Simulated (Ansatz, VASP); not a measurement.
ZrF2: VASP beside Ansatz

The input INCAR:

```
SYSTEM = ZrF2
PREC = Accurate
ENCUT = 520
EDIFF = 1E-6
ISMEAR = 0
SIGMA = 0.1
LREAL = .FALSE.
LASPH = .TRUE.
NELM = 150
ALGO = Normal
ISIF = 2
LWAVE = .FALSE.
LCHARG = .TRUE.
ISPIN = 2
MAGMOM = 1 0 0
LORBIT = 11
LMAXMIX = 4
GGA = PE
LELF = .TRUE.
LVHAR = .TRUE.
NBANDS = 24
```

The input KPOINTS:

```
Automatic mesh
0
G
  6 6 4
  0 0 0
```

File POSCAR:

```
ZrF2
1.0
    2.8534575476      0.0000000000      0.0000000000
    0.0000000000      2.8534575476      0.0000000000
    0.0000000000      0.0000000000      5.7609975130
Zr F
1 2
Direct
    0.0000000000      0.0000000000      0.0000000000
    0.5000000000      0.5000000000      0.2202398517
    0.5000000000      0.5000000000      0.7797601483
```

Input for Ansatz:

```yaml
crystal:
  lattice:
    - [2.8534575476, 0.0, 0.0]
    - [0.0, 2.8534575476, 0.0]
    - [0.0, 0.0, 5.760997513]
  atoms:
    - { symbol: Zr, position: [0.0, 0.0, 0.0], spin: 1.0 }
    - { symbol: F, position: [0.5, 0.5, 0.2202398517] }
    - { symbol: F, position: [0.5, 0.5, 0.7797601483] }
basis:
  ecutwfc: 420
kpoints:
  mp_grid: { grid: [6, 6, 4] }
hamiltonian:
  xc: pbe
scf:
  occupations: { method: gaussian, width: 0.1 }
  lower_state_search: "off"
output:
  forces: true
  stress: true
  eigenvalues: true
  populations: true
magnetization:
  spin_polarized: true
```

Change from the starting cell: ordered vacancies on the cation sites of caesium chloride (P4/mmm, No. 123).

Alike in both runs: task single point; functional PBE; k mesh 6 × 6 × 4; occupations gaussian, width 0.1 eV; collinear spin.

```csv
,VASP,Ansatz
version,VASP 6.6.1,Ansatz 0.2.0
potentials or method,"VASP PAW PBE potentials, release 64 (Zr_sv, F), cutoff 520 eV","scalar-relativistic, plane waves, PAW"
valence electrons in the cell,26,26
```

|  | VASP | Ansatz | Ansatz less VASP |
| --- | --- | --- | --- |
| gap on the k mesh at the Fermi level (eV) | none | none | - |
| pressure (GPa) | 0.2 | 0.1 | -0.09 |
| traceless stress, the component that is largest in VASP (GPa) | 0.06 | 0.24 | +0.175 |
| rms of the force components (eV/Å) | 0.010 | 0.002 | -0.0077 |
| net moment per atom (μB) | 0.00 | 0.00 | 0.000 |

Atom by atom the forces differ by 0.012 eV/Å (rms over components). A gap of «none» marks a metal or a gap that the smearing closes. Ansatz's warnings: seeded moment not kept.

The k mesh is coarse, so the values compare programs but aren't converged.
